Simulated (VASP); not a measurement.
# N (Pa-3) in VASP: further runs, part 2 of 2

VASP 6.6.1. The steps go on from the part before.

## (3) Relaxation of cell and atoms, PBEsol

This run uses another cell than the first one, of 21.49 Å³/atom.

INCAR reads:

```
SYSTEM = N
PREC = Accurate ; ENCUT = 600
EDIFF = 1E-6 ; ISMEAR = -1
SIGMA = 0.05 ; LREAL = .False.
LASPH = .True. ; NELM = 60
ALGO = Normal ; ISIF = 3
LWAVE = .False. ; LCHARG = .False.
GGA = PS ; IBRION = 2
NSW = 60 ; EDIFFG = -0.01
```

KPOINTS reads:

```
regular mesh
0
Gamma
  5 5 5
  0 0 0
```

POSCAR reads:

```
N
1.0
    5.5605176600      0.0000000000      0.0000000000
    0.0000000000      5.5605176600      0.0000000000
    0.0000000000      0.0000000000      5.5605176600
N
8
Direct
    0.0573973300      0.4426026700      0.5573973300
    0.4426026700      0.5573973300      0.0573973300
    0.5573973300      0.0573973300      0.4426026700
    0.9426026700      0.9426026700      0.9426026700
    0.9426026700      0.5573973300      0.4426026700
    0.5573973300      0.4426026700      0.9426026700
    0.4426026700      0.9426026700      0.5573973300
    0.0573973300      0.0573973300      0.0573973300
```

Potentials or basis: VASP PAW PBE potentials, release 64 (N).

On the command line:

```
> cat potpaw_PBE.64/N/POTCAR > POTCAR
> mpirun -np 1 vasp_std > vasp.out
```

OUTCAR:

```text
SYSTEM = N
   PREC = Accurate
   ENCUT = 600
   EDIFF = 1E-6
   ISMEAR = -1
   LREAL = .False.
   LASPH = .True.
   NELM = 60
   ISIF = 3
   GGA = PS
   IBRION = 2
   NSW = 60
   EDIFFG = -0.01

 ion  position               nearest neighbor table
   1  0.057  0.443  0.557-   5 1.11
   2  0.443  0.557  0.057-   6 1.11
   3  0.557  0.057  0.443-   7 1.11
   4  0.943  0.943  0.943-   8 1.11
   5  0.943  0.557  0.443-   1 1.11
   6  0.557  0.443  0.943-   2 1.11
   7  0.443  0.943  0.557-   3 1.11
   8  0.057  0.057  0.057-   4 1.11

  LATTYP: Found a simple cubic cell.
 ALAT       =     5.5605176600

  Lattice vectors:

 A1 = (   5.5605176600,   0.0000000000,   0.0000000000)
 A2 = (   0.0000000000,   5.5605176600,   0.0000000000)
 A3 = (   0.0000000000,   0.0000000000,   5.5605176600)

Analysis of symmetry for initial positions (statically):
=====================================================================
 Subroutine PRICEL returns:
 Original cell was already a primitive cell.

 Routine SETGRP: Setting up the symmetry group for a
 simple cubic supercell.

 Subroutine GETGRP returns: Found 24 space group operations
 (whereof  6 operations were pure point group operations)
 out of a pool of 48 trial point group operations.

The static configuration has the point symmetry S_6 .
 The point group associated with its full space group is T_h .

Analysis of symmetry for dynamics (positions and initial velocities):
=====================================================================
 Subroutine PRICEL returns:
 Original cell was already a primitive cell.

 Routine SETGRP: Setting up the symmetry group for a
 simple cubic supercell.

 Subroutine GETGRP returns: Found 24 space group operations
 (whereof  6 operations were pure point group operations)
 out of a pool of 48 trial point group operations.

The dynamic configuration has the point symmetry S_6 .
 The point group associated with its full space group is T_h .

 Subroutine INISYM returns: Found 24 space group operations
 (whereof  6 operations are pure point group operations),
 and found     1 'primitive' translations

----------------------------------------------------------------------------------------

                                     Primitive cell

  volume of cell :     171.9276

  direct lattice vectors                    reciprocal lattice vectors
     5.560517660  0.000000000  0.000000000     0.179839371  0.000000000  0.000000000
     0.000000000  5.560517660  0.000000000     0.000000000  0.179839371  0.000000000
     0.000000000  0.000000000  5.560517660     0.000000000  0.000000000  0.179839371

  length of vectors
     5.560517660  5.560517660  5.560517660     0.179839371  0.179839371  0.179839371

  position of ions in fractional coordinates (direct lattice)
     0.057397330  0.442602670  0.557397330
     0.442602670  0.557397330  0.057397330
     0.557397330  0.057397330  0.442602670
     0.942602670  0.942602670  0.942602670
     0.942602670  0.557397330  0.442602670
     0.557397330  0.442602670  0.942602670
     0.442602670  0.942602670  0.557397330
     0.057397330  0.057397330  0.057397330

[... 37 lines left out ...]
 Following reciprocal coordinates:
            Coordinates               Weight
  0.000000  0.000000  0.000000      1.000000
  0.200000  0.000000  0.000000      6.000000
  0.400000  0.000000  0.000000      6.000000
  0.200000  0.200000  0.000000     12.000000
  0.400000  0.200000  0.000000     12.000000
 -0.200000  0.400000  0.000000     12.000000
  0.400000  0.400000  0.000000     12.000000
  0.200000  0.200000  0.200000      8.000000
  0.400000  0.200000  0.200000     24.000000
  0.400000  0.400000  0.200000     24.000000
  0.400000  0.400000  0.400000      8.000000
   k-points           NKPTS =     11   k-points in BZ     NKDIM =     11   number of bands    NBANDS=     25
   number of dos      NEDOS =    301   number of ions     NIONS =      8
   total plane-waves  NPLWV = 110592
   dimension x,y,z NGX =    48 NGY =   48 NGZ =   48
   dimension x,y,z NGXF=    96 NGYF=   96 NGZF=   96
   ions per type =               8
   NGX,Y,Z   is equivalent  to a cutoff of  14.35, 14.35, 14.35 a.u.
   NGXF,Y,Z  is equivalent  to a cutoff of  28.70, 28.70, 28.70 a.u.
 SYSTEM =  N
   PREC   = accura    normal or accurate (medium, high low for compatibility)
   ISTART =      0    job   : 0-new  1-cont  2-samecut
   ICHARG =      2    charge: 1-file 2-atom 10-const
   ISPIN  =      1    spin polarized calculation?
   LNONCOLLINEAR =      F non collinear calculations
   LSORBIT =      F    spin-orbit coupling
   LASPH  =      T    aspherical Exc in radial PAW
   ENCUT  =  600.0 eV  44.10 Ry    6.64 a.u.  11.11 11.11 11.11*2*pi/ulx,y,z
   NELM   =     60;   NELMIN=  2; NELMDL= -5     # of ELM steps
   EDIFF  = 0.1E-05   stopping-criterion for ELM
   LREAL  =      F    real-space projection
   EDIFFG = -.1E-01   stopping-criterion for IOM
   NSW    =     60    number of steps for IOM
   IBRION =      2    ionic relax: 0-MD 1-quasi-New 2-CG
   NFREE  =      1    steps in history (QN), initial steepest desc. (CG)
   ISIF   =      3    stress and relaxation
   ISYM   =      2    0-nonsym 1-usesym 2-fastsym
   POTIM  = 0.5000    time-step for ionic-motion
   TEBEG  =    0.0;   TEEND  =   0.0 temperature during run
   PSTRESS=    0.0 pullay stress
   NELECT =      40.0000    total number of electrons
   NUPDOWN=      -1.0000    fix difference up-down
   EMIN   =  10.00;   EMAX   =-10.00  energy-range for DOS
   EFERMI =   0.00;   METHOD = LEGACY
   ISMEAR =    -1;   SIGMA  =   0.05  broadening in eV -4-tet -1-fermi 0-gaus
   EFERMI_NEDOS =   21; number of points for ismear=-14 and -15
   IALGO  =     38    algorithm
   IMIX   =      4    mixing-type and parameters
     AMIX     =   0.40;   BMIX     =  1.00
     AMIX_MAG =   1.60;   BMIX_MAG =  1.00
  volume/ion in A,a.u.               =      21.49       145.03
  Fermi-wavevector in a.u.,A,eV,Ry     =   1.006884  1.902736 13.793806  1.013816
  Thomas-Fermi vector in A             =   2.139655
   LORBIT       =      0    0 simple, 1 ext, 2 COOP (PROOUT), +10 PAW based schemes
   GGA     = PS    functional components
   LHFCALC =     F    Hartree Fock is set to
   AEXX    =    0.0000 exact exchange contribution
   IVDW    =     0    specifies the selected vdW correction
   LEPSILON=     F    determine dielectric tensor
   LRPA    =     F    only Hartree local field effects (RPA)
 conjugate gradient relaxation of ions
 non-spin polarized calculation
  energy-cutoff  :      600.00
  volume of cell :      171.93
 maximum number of plane-waves:      5761
 NGX is ok and might be reduce to    48
   NGX = 23   NGY = 23   NGZ = 23

--------------------------------------- Ionic step        1  -------------------------------------------

 number of electron      39.9999990 magnetization

 Free energy of the ion-electron system (eV)
  ---------------------------------------------------
  ext. energy  EPLUGINS =         0.00000000
  ---------------------------------------------------
  free energy    TOTEN  =       -68.28235764 eV

  energy without entropy =      -68.28235764  energy(sigma->0) =      -68.28235764

------------------------ aborting loop because EDIFF is reached ----------------------------------------

  FORCE on cell =-STRESS in cart. coord.  units (eV):
  Direction    XX          YY          ZZ          XY          YZ          ZX
  --------------------------------------------------------------------------------------
  -------------------------------------------------------------------------------------
  Total        1.4240486      1.4240486      1.4240486      0.0000000      0.0000000      0.0000000
  in kB       13.2705743     13.2705743     13.2705743      0.0000000      0.0000000      0.0000000
  external PRESSURE =      13.2705743 kB  Pullay stress =       0.0000000 kB
[... 107 lines left out ...]
  FREE ENERGIE OF THE ION-ELECTRON SYSTEM (eV)
  ---------------------------------------------------
  free  energy   TOTEN  =       -68.2903402924 eV

  energy  without entropy=      -68.2903402924  energy(sigma->0) =      -68.29034029

[... ionic steps 4 to 20 ...]

--------------------------------------- Ionic step       21  -------------------------------------------

 number of electron      39.9999999 magnetization

------------------------ aborting loop because EDIFF is reached ----------------------------------------
[... 79 lines left out ...]
--------------------------------------- Ionic step       23  -------------------------------------------

 number of electron      40.0000005 magnetization

 Free energy of the ion-electron system (eV)
  ---------------------------------------------------
  ext. energy  EPLUGINS =         0.00000000
  ---------------------------------------------------
  free energy    TOTEN  =       -68.30851759 eV

  energy without entropy =      -68.30851759  energy(sigma->0) =      -68.30851759

 E-fermi :  -5.6157     XC(G=0):  -6.1044

 val. band max:       -6.7988093575   @ k =   0.4000   0.0000   0.0000
 cond. band min:       0.5363631719   @ k =   0.0000   0.0000   0.0000
 fundamental gap:      7.3351725294
 Fermi energy:        -5.6157006929

 k-point     1 :       0.0000    0.0000    0.0000
  band No.  band energies     occupation
      1     -24.9843      2.00000
      2     -24.9443      2.00000
      3     -24.9443      2.00000
      4     -24.9443      2.00000
      5     -10.3148      2.00000
      6     -10.3148      2.00000
[... 332 lines left out ...]
  FREE ENERGIE OF THE ION-ELECTRON SYSTEM (eV)
  ---------------------------------------------------
  free  energy   TOTEN  =       -68.3085175853 eV

  energy  without entropy=      -68.3085175852  energy(sigma->0) =      -68.30851759

 reached required accuracy - stopping structural energy minimisation
```

Run time: 15 min. Hardware: 1 thread of Intel Xeon Platinum 8259CL at 2.50GHz (Skylake/Cascade Lake), shared host; peak memory 0.33 GiB.

What came out:

```
Free energy                           : -68.3085 eV
Relaxed volume                        : 24.59 Å³/atom
Relaxed cell                          : a = 5.816 Å, b = 5.816 Å, c = 5.816 Å, α = 90.00°, β = 90.00°, γ = 90.00°
Space group after relaxing (to 0.1 Å) : Pa-3 (No. 205)
Energy gained by relaxing             : 3.3 meV/atom
Ionic steps                           : 23
Pressure after relaxing               : 0.0 GPa
Band gap on the k mesh                : 7.34 eV (least direct gap 7.35 eV)
```

Forces in eV/Å, atoms in the order of the input:
```
N   -0.002  0.002 -0.002
N    0.002 -0.002 -0.002
N   -0.002 -0.002  0.002
N    0.002  0.002  0.002
N    0.002 -0.002  0.002
N   -0.002  0.002  0.002
N    0.002  0.002 -0.002
N   -0.002 -0.002 -0.002
```

The path:
```tsv
step	energy change (eV)	largest force (eV/Å)	pressure (GPa)	volume (Å³)
1	0.0000	0.7778	1.33	171.93
2	1.5883	9.0105	-12.70	176.40
3	-0.0080	0.1196	0.10	172.20
4	-0.0081	0.0345	0.22	172.17
5	-0.0081	0.0196	0.24	172.16
6	-0.0092	0.0198	0.23	172.82
7	-0.0122	0.0193	0.20	174.81
8	-0.0171	0.0080	0.16	178.84
9	-0.0235	0.0541	0.15	187.07
10	-0.0237	0.3361	0.34	204.28
11	-0.0240	0.3017	0.30	204.51
12	-0.0244	0.1965	0.17	205.20
13	-0.0244	0.0122	-0.08	206.58
14	-0.0246	0.0915	0.05	205.89
15	-0.0246	0.0866	0.04	205.80
16	-0.0247	0.0706	0.03	205.51
17	-0.0250	0.0393	-0.01	204.95
18	-0.0253	0.0222	-0.07	203.82
19	-0.0256	0.1413	-0.19	201.58
20	-0.0256	0.1353	-0.18	201.36
21	-0.0258	0.1172	-0.16	200.70
22	-0.0260	0.0803	-0.11	199.37
23	-0.0262	0.0028	0.00	196.74
```

Final structure:
```yaml
crystal:
  lattice:
    - [5.81605, 0.00000, 0.00000]
    - [0.00000, 5.81605, 0.00000]
    - [0.00000, 0.00000, 5.81605]
  atoms:
    - { symbol: N, position: [0.05515, 0.44485, 0.55515] }
    - { symbol: N, position: [0.44485, 0.55515, 0.05515] }
    - { symbol: N, position: [0.55515, 0.05515, 0.44485] }
    - { symbol: N, position: [0.94485, 0.94485, 0.94485] }
    - { symbol: N, position: [0.94485, 0.55515, 0.44485] }
    - { symbol: N, position: [0.55515, 0.44485, 0.94485] }
    - { symbol: N, position: [0.44485, 0.94485, 0.55515] }
    - { symbol: N, position: [0.05515, 0.05515, 0.05515] }
```

Caveat: the standard files for N, O and F lose accuracy on very short bonds; this functional lacks dispersion, which holds the molecules together, so the pressure and a relaxed volume are unreliable; the PAW data sets were made with another functional, which shifts forces and pressure a little; an odd mesh through Γ misses points on the zone boundary, where band edges can lie.

## (4) Relaxation of cell and atoms, r2SCAN

This run uses another cell than the first one, of 21.49 Å³/atom.

POSCAR is that of step 3.

INCAR.step1 reads:

```
PREC = Accurate ; ENCUT = 600
ISMEAR = -1 ; SIGMA = 0.05
LREAL = False ; LASPH = True
NELM = 80 ; GGA = PE
ALGO = Normal ; EDIFF = 1E-4
LWAVE = True ; LCHARG = False
```

INCAR.step2 reads:

```
PREC = Accurate ; ENCUT = 600
EDIFF = 1E-7 ; ISMEAR = -1
SIGMA = 0.05 ; LREAL = False
LASPH = True ; NELM = 80
ALGO = Normal ; ISIF = 3
LWAVE = False ; LCHARG = False
METAGGA = R2SCAN ; LMIXTAU = True
IBRION = 2 ; NSW = 60
EDIFFG = -0.01 ; ISTART = 1
```

KPOINTS reads:

```
Automatic mesh
0
Gamma
  5 5 5
```

On the command line:

```
> cat potpaw_PBE.64/N/POTCAR > POTCAR
> cp INCAR.step1 INCAR
> mpirun -np 1 vasp_std > vasp.out
> cp INCAR.step2 INCAR
> mpirun -np 1 vasp_std > vasp.out
```

It took 39 min on 1 thread of Intel Xeon Platinum 8259CL at 2.50GHz (Skylake/Cascade Lake), shared host; peak memory 0.36 GiB.

Results (log left out):

```
Free energy                           : -73.0121 eV
Relaxed volume                        : 22.29 Å³/atom
Relaxed cell                          : a = 5.629 Å, b = 5.629 Å, c = 5.629 Å, α = 90.00°, β = 90.00°, γ = 90.00°
Space group after relaxing (to 0.1 Å) : Pa-3 (No. 205)
Energy gained by relaxing             : 0.3 meV/atom
Ionic steps                           : 10
Pressure after relaxing               : 0.0 GPa
Band gap on the k mesh                : 7.97 eV (least direct gap 7.99 eV)
```

Step by step:
| step | energy change (eV) | largest force (eV/Å) | pressure (GPa) | volume (Å³) |
| --- | --- | --- | --- | --- |
| 1 | 0.0000 | 0.0317 | 0.15 | 171.93 |
| 2 | 0.0045 | 0.6164 | -0.74 | 172.42 |
| 3 | 0.0000 | 0.0201 | 0.08 | 171.97 |
| 4 | -0.0003 | 0.0210 | 0.07 | 172.32 |
| 5 | -0.0009 | 0.0232 | 0.05 | 173.37 |
| 6 | -0.0017 | 0.0246 | 0.01 | 175.49 |
| 7 | -0.0020 | 0.0161 | -0.04 | 179.79 |
| 8 | -0.0021 | 0.0177 | -0.02 | 178.35 |
| 9 | 0.0121 | 1.0824 | 1.41 | 178.25 |
| 10 | -0.0021 | 0.0002 | 0.00 | 178.35 |

Final structure:
```
N
1.0
     5.62893    0.00000    0.00000
     0.00000    5.62893    0.00000
     0.00000    0.00000    5.62893
N
8
Direct
  0.05672 0.44328 0.55672
  0.44328 0.55672 0.05672
  0.55672 0.05672 0.44328
  0.94328 0.94328 0.94328
  0.94328 0.55672 0.44328
  0.55672 0.44328 0.94328
  0.44328 0.94328 0.55672
  0.05672 0.05672 0.05672
```

Levels at points of the mesh, in eV from the valence-band top:
| k point | band 16 | band 17 | band 18 | band 19 | band 20 | band 21 | band 22 | band 23 | band 24 | band 25 |
| --- | --- | --- | --- | --- | --- | --- | --- | --- | --- | --- |
| (0.00, 0.00, 0.00) | -1.24 | -0.87 | -0.02 | -0.02 | -0.02 | 7.97 | 7.97 | 7.97 | 8.86 | 8.86 |

Caveat: the standard files for N, O and F lose accuracy on very short bonds; the PAW data sets were made with another functional, which shifts forces and pressure a little; an odd mesh through Γ misses points on the zone boundary, where band edges can lie.

## (5) The runs side by side

| task | level | cell | cutoff (eV) | gap on the mesh (eV) | pressure (GPa) | relaxed volume (Å³/atom) |
| --- | --- | --- | --- | --- | --- | --- |
| single point | r2SCAN | a = 5.737 Å, 8 atoms, atomic positions A | 520 | 8.21 | 2.5 | - |
| relaxation of cell and atoms | PBEsol | relaxed from a = 5.561 Å, 8 atoms, atomic positions B | 600 | 7.34 | 0.0 | 24.59 |
| relaxation of cell and atoms | r2SCAN | relaxed from a = 5.561 Å, 8 atoms, atomic positions B | 600 | 7.97 | 0.0 | 22.29 |

Alike in all rows: potentials or basis VASP PAW PBE potentials, release 64 (N); no spin polarisation; k mesh 5 × 5 × 5; smearing fermi-dirac 0.05 eV.

Caveats: the standard files for N, O and F lose accuracy on very short bonds; the PAW data sets were made with another functional, which shifts forces and pressure a little; an odd mesh through Γ misses points on the zone boundary, where band edges can lie; this functional lacks dispersion, which holds the molecules together, so the pressure and a relaxed volume are unreliable (at least some runs).

Total energies depend on the potentials used, so only differences within one code and one set of settings carry meaning.
